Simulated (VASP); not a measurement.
# Zn (C2/m) in VASP: notebook

Aim: see how the results for Zn move with the level of theory and the settings. Levels: LDA, r2SCAN. Tasks: single point.

Program: VASP 6.6.1. These are calculated values, not measurements. Logs are shortened: lines on timing, memory, paths and dates and some standing lists are left out, and cuts for length are marked.

**1. The cell of the first run**

It takes space group C2/m (No. 12, monoclinic). Conventional cell: a = 4.566 Å, b = 2.634 Å, c = 7.521 Å, α = 90.00°, β = 102.30°, γ = 90.00°. Within 3.5 Å of Zn (site symmetry m) lie 12 Zn at 2.63 to 2.91 Å. Within 3.5 Å of Zn (site symmetry 2/m) lie 12 Zn at 2.63 to 2.91 Å.

**2. Single point, LDA (14.73 Å³/atom)**

The input, INCAR:

```
SYSTEM = Zn
PREC = Accurate
ENCUT = 520
EDIFF = 1E-6
ISMEAR = -1
SIGMA = 0.05
LREAL = .False.
LASPH = .True.
NELM = 100
ALGO = Fast
ISIF = 2
LWAVE = .False.
LCHARG = .False.
NBANDS = 25
```

The input, KPOINTS:

```
Automatic mesh
0
Gamma
  12 12 4
  0 0 0
```

The input, POSCAR:

```
Zn
1.0
    2.2831916059     -1.3171527394      0.0000000000
    2.2831916059      1.3171527394      0.0000000000
   -1.6022580189      0.0000000000      7.3487566750
Zn
3
Direct
    0.7780178600      0.7780178600      0.3345049800
    0.2219821400      0.2219821400      0.6654950200
    0.0000000000      0.0000000000      0.0000000000
```

Potentials or basis: VASP PAW LDA potentials, release 64 (Zn).

On the command line:

```console
> cat potpaw_LDA.64/Zn/POTCAR > POTCAR
> mpirun -np 1 vasp_std > vasp.out
```

OUTCAR:

```text
SYSTEM = Zn
   PREC = Accurate
   ENCUT = 520
   EDIFF = 1E-6
   ISMEAR = -1
   LREAL = .False.
   LASPH = .True.
   NELM = 100
   ISIF = 2

 ion  position               nearest neighbor table
   1  0.778  0.778  0.335-   2 2.86   2 2.88   2 2.88   3 2.88   3 2.88   3 2.91
   2  0.222  0.222  0.665-   1 2.86   1 2.88   1 2.88   3 2.88   3 2.88   3 2.91
   3  0.000  0.000  0.000-   1 2.88   1 2.88   2 2.88   2 2.88   1 2.91   2 2.91

  LATTYP: Found a base centered monoclinic cell.
 ALAT       =     4.5663832118
 B/A-ratio  =     0.5768910222
 C/A-ratio  =     1.6471240986
 COS(beta)  =    -0.2130265715

  Lattice vectors:

 A1 = (   2.2831916059,  -1.3171527394,   0.0000000000)
 A2 = (   2.2831916059,   1.3171527394,   0.0000000000)
 A3 = (  -1.6022580189,   0.0000000000,   7.3487566750)

Analysis of symmetry for initial positions (statically):
=====================================================================
 Subroutine PRICEL returns:
 Original cell was already a primitive cell.

 Routine SETGRP: Setting up the symmetry group for a
 base centered monoclinic supercell.

 Subroutine GETGRP returns: Found  4 space group operations
 (whereof  4 operations were pure point group operations)
 out of a pool of  4 trial point group operations.

The static configuration has the point symmetry C_2h.

Analysis of symmetry for dynamics (positions and initial velocities):
=====================================================================
 Subroutine PRICEL returns:
 Original cell was already a primitive cell.

 Routine SETGRP: Setting up the symmetry group for a
 base centered monoclinic supercell.

 Subroutine GETGRP returns: Found  4 space group operations
 (whereof  4 operations were pure point group operations)
 out of a pool of  4 trial point group operations.

The dynamic configuration has the point symmetry C_2h.

 Subroutine INISYM returns: Found  4 space group operations
 (whereof  4 operations are pure point group operations),
 and found     1 'primitive' translations

----------------------------------------------------------------------------------------

                                     Primitive cell

  volume of cell :      44.2000

  direct lattice vectors                    reciprocal lattice vectors
     2.283191606 -1.317152739  0.000000000     0.218991695 -0.379606696  0.047747016
[... 86 lines left out ...]
   ENCUT  =  520.0 eV  38.22 Ry    6.18 a.u.   4.90  4.90 13.98*2*pi/ulx,y,z
   NELM   =    100;   NELMIN=  2; NELMDL= -5     # of ELM steps
   EDIFF  = 0.1E-05   stopping-criterion for ELM
   LREAL  =      F    real-space projection
   EDIFFG = 0.1E-04   stopping-criterion for IOM
   NSW    =      0    number of steps for IOM
   IBRION =     -1    ionic relax: 0-MD 1-quasi-New 2-CG
   NFREE  =      0    steps in history (QN), initial steepest desc. (CG)
   ISIF   =      2    stress and relaxation
   ISYM   =      2    0-nonsym 1-usesym 2-fastsym
   POTIM  = 0.5000    time-step for ionic-motion
   TEBEG  =    0.0;   TEEND  =   0.0 temperature during run
   PSTRESS=    0.0 pullay stress
   NELECT =      36.0000    total number of electrons
   NUPDOWN=      -1.0000    fix difference up-down
   EMIN   =  10.00;   EMAX   =-10.00  energy-range for DOS
   EFERMI =   0.00;   METHOD = LEGACY
   ISMEAR =    -1;   SIGMA  =   0.05  broadening in eV -4-tet -1-fermi 0-gaus
   EFERMI_NEDOS =   21; number of points for ismear=-14 and -15
   IALGO  =     68    algorithm
   IMIX   =      4    mixing-type and parameters
     AMIX     =   0.40;   BMIX     =  1.00
     AMIX_MAG =   1.60;   BMIX_MAG =  1.00
  volume/ion in A,a.u.               =      14.73        99.43
  Fermi-wavevector in a.u.,A,eV,Ry     =   1.528862  2.889130 31.802505  2.337418
  Thomas-Fermi vector in A             =   2.636562
   LORBIT       =      0    0 simple, 1 ext, 2 COOP (PROOUT), +10 PAW based schemes
   GGA     = CA    functional components
   LHFCALC =     F    Hartree Fock is set to
   AEXX    =    0.0000 exact exchange contribution
   IVDW    =     0    specifies the selected vdW correction
   LEPSILON=     F    determine dielectric tensor
   LRPA    =     F    only Hartree local field effects (RPA)
 non-spin polarized calculation
 RMM-DIIS sequential band-by-band and
  energy-cutoff  :      520.00
  volume of cell :       44.20
 maximum number of plane-waves:      1213
   NGX =  9   NGY =  9   NGZ = 27

 number of electron      35.9999979 magnetization

 Free energy of the ion-electron system (eV)
  ---------------------------------------------------
  ext. energy  EPLUGINS =         0.00000000
  ---------------------------------------------------
  free energy    TOTEN  =        -5.53580289 eV

  energy without entropy =       -5.52811930  energy(sigma->0) =       -5.53196110

 E-fermi :   3.1676     XC(G=0): -12.0547

 val. band max:        3.1639258389   @ k =   0.2500   0.2500   0.5000
 cond. band min:       3.1703530044   @ k =  -0.3333   0.3333   0.0000
 fundamental gap:      0.0064271655
 Fermi energy:         3.1675893732

 k-point     1 :       0.0000    0.0000    0.0000
  band No.  band energies     occupation
      1      -7.5492      2.00000
      2      -5.8466      2.00000
      3      -5.8465      2.00000
      4      -4.9748      2.00000
      5      -4.7344      2.00000
      6      -4.7328      2.00000
[... 661 lines left out ...]
     24       9.9329      0.00000
     25      11.7422      0.00000

 [... further k-points ...]

------------------------ aborting loop because EDIFF is reached ----------------------------------------

  FORCE on cell =-STRESS in cart. coord.  units (eV):
  Direction    XX          YY          ZZ          XY          YZ          ZX
  --------------------------------------------------------------------------------------
  -------------------------------------------------------------------------------------
  Total       -2.2386986     -2.5188634     -0.4191307      0.0000000      0.0000000     -0.1540955
  in kB      -81.1491253    -91.3046381    -15.1927969      0.0000000      0.0000000     -5.5857083
  external PRESSURE =     -62.5488534 kB  Pullay stress =       0.0000000 kB

 VOLUME and BASIS-vectors are now :
 -----------------------------------------------------------------------------
  energy-cutoff  :      520.00
  volume of cell :       44.20
      direct lattice vectors                 reciprocal lattice vectors
     2.283191606 -1.317152739  0.000000000     0.218991695 -0.379606696  0.047747016
     2.283191606  1.317152739  0.000000000     0.218991695  0.379606696  0.047747016
    -1.602258019  0.000000000  7.348756675     0.000000000  0.000000000  0.136077441

 POSITION                                       TOTAL-FORCE (eV/Angst)
 -----------------------------------------------------------------------------------
      3.01676      0.00000      2.45820        -0.006928      0.000000     -0.005904
     -0.05264      0.00000      4.89056         0.006928      0.000000      0.005904
      0.00000      0.00000      0.00000        -0.000000      0.000000      0.000000
 -----------------------------------------------------------------------------------
    total drift:                                0.000000     -0.000000      0.000000

  FREE ENERGIE OF THE ION-ELECTRON SYSTEM (eV)
  ---------------------------------------------------
  free  energy   TOTEN  =        -5.5358028884 eV

  energy  without entropy=       -5.5281193019  energy(sigma->0) =       -5.53196110
```

OSZICAR:

```text
N       E                     dE             d eps       ncg     rms          rms(c)
DAV:   1     0.195120225539E+03    0.19512E+03   -0.18207E+04  8432   0.232E+03
DAV:   2     0.450492243263E+01   -0.19062E+03   -0.18454E+03  8224   0.359E+02
DAV:   3    -0.585612611497E+01   -0.10361E+02   -0.10290E+02  9258   0.966E+01
DAV:   4    -0.594758347151E+01   -0.91457E-01   -0.91413E-01  9432   0.950E+00
DAV:   5    -0.594773285142E+01   -0.14938E-03   -0.14937E-03  9393   0.330E-01    0.526E+00
RMM:   6    -0.557527369417E+01    0.37246E+00   -0.15891E+00  9127   0.138E+01    0.397E+00
RMM:   7    -0.555018427964E+01    0.25089E-01   -0.56754E-02  9464   0.319E+00    0.201E+00
RMM:   8    -0.553596201546E+01    0.14222E-01   -0.12141E-02  9035   0.708E-01    0.163E-01
RMM:   9    -0.553582871893E+01    0.13330E-03   -0.29271E-03  9708   0.718E-01    0.931E-02
RMM:  10    -0.553580392610E+01    0.24793E-04   -0.18463E-04  9646   0.115E-01    0.256E-02
RMM:  11    -0.553580262507E+01    0.13010E-05   -0.25312E-05  9628   0.405E-02    0.362E-03
RMM:  12    -0.553580288843E+01   -0.26336E-06   -0.23211E-06  6456   0.168E-02
   1 F= -.55358029E+01 E0= -.55319611E+01  d E =-.768359E-02
```

It took 81 s on 1 thread of AMD EPYC 9R45 (Zen 5), shared host; peak memory 0.21 GiB.

Results:

```
Free energy            : -5.5358 eV
Pressure               : -6.3 GPa
Largest force          : 0.009 eV/Å
Band gap on the k mesh : zero (bands 18 and 19 overlap by 4.36 eV)
```

Forces on the atoms (eV/Å):
```
Zn  -0.007  0.000 -0.006
Zn   0.007  0.000  0.006
Zn   0.000  0.000  0.000
```

Stress tensor (GPa, compression positive):
```
-8.11  0.00 -0.56
 0.00 -9.13  0.00
-0.56  0.00 -1.52
```

Levels at points of the mesh, in eV from the Fermi level:
| k point | band 16 | band 17 | band 18 | band 19 | band 20 | band 21 |
| --- | --- | --- | --- | --- | --- | --- |
| (0.00, 0.00, 0.00) | -7.31 | -7.02 | -6.98 | 1.56 | 1.61 | 13.72 |
| (0.50, 0.00, 0.00) | -2.93 | -2.28 | -1.70 | 0.43 | 1.06 | 1.91 |
| (0.50, 0.50, 0.00) | -2.61 | -2.42 | -2.00 | -0.41 | 2.00 | 3.44 |
| (0.00, 0.00, 0.50) | -7.27 | -7.26 | -3.82 | -3.14 | 7.82 | 7.91 |
| (0.50, 0.00, 0.50) | -2.65 | -2.39 | -1.99 | -0.27 | 1.83 | 3.27 |
| (0.50, 0.50, 0.50) | -2.95 | -2.32 | -1.61 | 0.57 | 0.88 | 1.72 |

Caveat: the cell stands under tension.

**3. Single point, LDA (15.02 Å³/atom)**

This run uses another cell than the first one, of 15.02 Å³/atom.

The input, INCAR:

```
SYSTEM = Zn
ALGO = Fast
EDIFF = 1E-7
ENCUT = 520
GGA = CA
ISIF = 2
ISMEAR = -1
LASPH = .TRUE.
LCHARG = .FALSE.
LREAL = .FALSE.
LWAVE = .FALSE.
NBANDS = 25
NELM = 60
PREC = Accurate
SIGMA = 0.05
```

The input, KPOINTS:

```
k-points
0
G
  12 12 4
  0 0 0
```

The input, POSCAR:

```
Zn
1.0
    2.2980179408     -1.3257059190      0.0000000000
    2.2980179408      1.3257059190      0.0000000000
   -1.6126625833      0.0000000000      7.3964772113
Zn
3
Direct
    0.7780178600      0.7780178600      0.3345049800
    0.2219821400      0.2219821400      0.6654950200
    0.0000000000      0.0000000000      0.0000000000
```

Potentials or basis: VASP PAW LDA potentials, release 64 (Zn).

On the command line:

```console
> cat potpaw_LDA.64/Zn/POTCAR > POTCAR
> mpirun -np 1 vasp_std > vasp.out
```

Wall time 95 s (1 thread of AMD EPYC 9R45 (Zen 5), shared host); peak memory 0.21 GiB.

It converged, with:

- Free energy: -5.4998 eV
- Pressure: -7.2 GPa
- Largest force: 0.009 eV/Å
- Band gap on the k mesh: zero (bands 18 and 19 overlap by 4.35 eV)

Forces in eV/Å, atoms in the order of the input:
```
Zn  -0.007  0.000 -0.005
Zn   0.007  0.000  0.005
Zn   0.000  0.000  0.000
```

Stress tensor (GPa, compression positive):
```
 -9.10   0.00  -0.58
  0.00 -10.17   0.00
 -0.58   0.00  -2.43
```

Levels at points of the mesh, in eV from the Fermi level:
| k point | band 14 | band 15 | band 16 | band 17 | band 18 | band 19 | band 20 | band 21 | band 22 | band 23 |
| --- | --- | --- | --- | --- | --- | --- | --- | --- | --- | --- |
| (0.00, 0.00, 0.00) | -7.28 | -7.28 | -7.27 | -6.93 | -6.90 | 1.54 | 1.59 | 13.55 | 17.35 | 17.87 |
| (0.50, 0.00, 0.00) | -7.04 | -7.03 | -2.86 | -2.26 | -1.64 | 0.39 | 1.04 | 1.86 | 6.41 | 7.54 |
| (0.50, 0.50, 0.00) | -7.04 | -7.03 | -2.55 | -2.35 | -1.97 | -0.44 | 1.97 | 3.36 | 4.36 | 6.30 |
| (0.00, 0.00, 0.50) | -7.37 | -7.36 | -7.23 | -7.23 | -3.72 | -3.15 | 7.73 | 7.81 | 17.46 | 17.49 |
| (0.50, 0.00, 0.50) | -7.05 | -7.03 | -2.59 | -2.32 | -1.96 | -0.31 | 1.80 | 3.18 | 4.60 | 6.53 |
| (0.50, 0.50, 0.50) | -7.04 | -7.04 | -2.88 | -2.29 | -1.55 | 0.52 | 0.86 | 1.67 | 6.67 | 7.79 |

Caveat: the cell stands under tension.

**4. Single point, r2SCAN**

This run uses another cell than the first one, of 15.02 Å³/atom.

POSCAR is that of step 3.

The input, INCAR.step1:

```
  ALGO = Normal
  EDIFF = 1E-4
  ENCUT = 520
  GGA = PE
  ISMEAR = -1
  LASPH = True
  LCHARG = False
  LREAL = False
  LWAVE = True
  NBANDS = 25
  NELM = 100
  PREC = Accurate
  SIGMA = 0.05
```

The input, INCAR.step2:

```
  ALGO = Normal
  EDIFF = 1E-6
  ENCUT = 520
  ISIF = 2
  ISMEAR = -1
  ISTART = 1
  LASPH = True
  LCHARG = False
  LMIXTAU = True
  LREAL = False
  LWAVE = False
  METAGGA = R2SCAN
  NBANDS = 25
  NELM = 100
  PREC = Accurate
  SIGMA = 0.05
```

The input, KPOINTS:

```
k-points
0
Gamma
  12 12 4
```

Potentials or basis: VASP PAW PBE potentials, release 64 (Zn).

On the command line:

```console
> cat potpaw_PBE.64/Zn/POTCAR > POTCAR
> cp INCAR.step1 INCAR
> mpirun -np 1 vasp_std > vasp.out
> cp INCAR.step2 INCAR
> mpirun -np 1 vasp_std > vasp.out
```

OUTCAR:

```text
EDIFF = 1E-6
   ENCUT = 520
   ISIF = 2
   ISMEAR = -1
   ISTART = 1
   LASPH = True
   LREAL = False
   METAGGA = R2SCAN
   NELM = 100
   PREC = Accurate

 ion  position               nearest neighbor table
   1  0.778  0.778  0.335-   2 2.87   2 2.89   2 2.89   3 2.90   3 2.90   3 2.92
   2  0.222  0.222  0.665-   1 2.87   1 2.89   1 2.89   3 2.90   3 2.90   3 2.92
   3  0.000  0.000  0.000-   1 2.90   1 2.90   2 2.90   2 2.90   1 2.92   2 2.92

  LATTYP: Found a base centered monoclinic cell.
 ALAT       =     4.5960358816
 B/A-ratio  =     0.5768910222
[... 867 lines left out ...]
  FORCE on cell =-STRESS in cart. coord.  units (eV):
  Direction    XX          YY          ZZ          XY          YZ          ZX
  --------------------------------------------------------------------------------------
  -------------------------------------------------------------------------------------
  Total       -1.3890970     -1.5197150      0.4963791      0.0000000      0.0000000     -0.1027344
  in kB      -49.3841553    -54.0277910     17.6469039      0.0000000      0.0000000     -3.6523375
  external PRESSURE =     -28.5883475 kB  Pullay stress =       0.0000000 kB

 VOLUME and BASIS-vectors are now :
 -----------------------------------------------------------------------------
  energy-cutoff  :      520.00
  volume of cell :       45.07
      direct lattice vectors                 reciprocal lattice vectors
     2.298017941 -1.325705919  0.000000000     0.217578806 -0.377157553  0.047438962
     2.298017941  1.325705919  0.000000000     0.217578806  0.377157553  0.047438962
    -1.612662583  0.000000000  7.396477211     0.000000000  0.000000000  0.135199497

 POSITION                                       TOTAL-FORCE (eV/Angst)
 -----------------------------------------------------------------------------------
      3.03635      0.00000      2.47416        -0.009221      0.000000      0.010719
     -0.05298      0.00000      4.92232         0.009221      0.000000     -0.010719
      0.00000      0.00000      0.00000         0.000000      0.000000      0.000000
 -----------------------------------------------------------------------------------
    total drift:                                0.000000     -0.000000      0.000000

  FREE ENERGIE OF THE ION-ELECTRON SYSTEM (eV)
  ---------------------------------------------------
  free  energy   TOTEN  =       -26.6476435779 eV

  energy  without entropy=      -26.6404603435  energy(sigma->0) =      -26.64405196
```

Wall time 5.6 min (1 thread of AMD EPYC 7R13 (Zen 3), shared host); peak memory 0.24 GiB.

Results:

```
Free energy            : -26.6476 eV
Pressure               : -2.9 GPa
Largest force          : 0.014 eV/Å
Band gap on the k mesh : zero (bands 18 and 19 overlap by 4.45 eV)
```

Forces in eV/Å, atoms in the order of the input:
```
Zn  -0.009  0.000  0.011
Zn   0.009  0.000 -0.011
Zn   0.000  0.000  0.000
```

Stress tensor (GPa, compression positive):
```
-4.94  0.00 -0.37
 0.00 -5.40  0.00
-0.37  0.00  1.76
```

Caveat: the PAW data sets were made with another functional, which shifts forces and pressure a little.

**5. Overview**

| level | potentials or basis | cell | gap on the mesh (eV) | pressure (GPa) | largest force (eV/Å) |
| --- | --- | --- | --- | --- | --- |
| LDA | VASP PAW LDA potentials, release 64 (Zn) | a = 2.636, b = 2.636, c = 7.521 Å, angles 100.6, 100.6, 60.0°, 3 atoms | none | -6.3 | 0.01 |
| LDA | VASP PAW LDA potentials, release 64 (Zn) | a = 2.653, b = 2.653, c = 7.570 Å, angles 100.6, 100.6, 60.0°, 3 atoms | none | -7.2 | 0.01 |
| r2SCAN | VASP PAW PBE potentials, release 64 (Zn) | a = 2.653, b = 2.653, c = 7.570 Å, angles 100.6, 100.6, 60.0°, 3 atoms | none | -2.9 | 0.01 |

Alike in all rows: task single point; no spin polarisation; k mesh 12 × 12 × 4; cutoff (eV) 520; smearing fermi-dirac 0.05 eV.

Caveats: the cell stands under tension (at least some runs); the PAW data sets were made with another functional, which shifts forces and pressure a little (at least some runs).

Absolute energies hang on the potentials; compare differences alone.
